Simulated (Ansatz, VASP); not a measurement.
# C: VASP beside Ansatz

```
C
1.0
    -1.13993    1.13993    1.13993
     1.13993   -1.13993    1.13993
     1.13993    1.13993   -1.13993
C
1
Cartesian
  0.0000 0.0000 0.0000
```

Alike in both runs: task single point; functional PBEsol; k mesh 21 × 21 × 21; occupations fermi-dirac, width 0.1 eV; no spin polarisation.

```csv
,VASP,Ansatz
version,VASP 6.6.1,Ansatz 0.2.0
potentials or method,"VASP PAW PBE potentials, release 64 (C), cutoff 520 eV","plane waves (420 eV) with PAW, scalar-relativistic"
valence electrons in the cell,4,4
```

VASP gave:

- pressure (GPa): 20.8

Task: Which values does Ansatz return?

Result: Pressure (GPa): 20.4.

VASP's potentials were made for PBE, not for PBEsol, and Ansatz warns of the same on its side. The functional is the same, so the differences come from potentials, cutoffs and numerics.
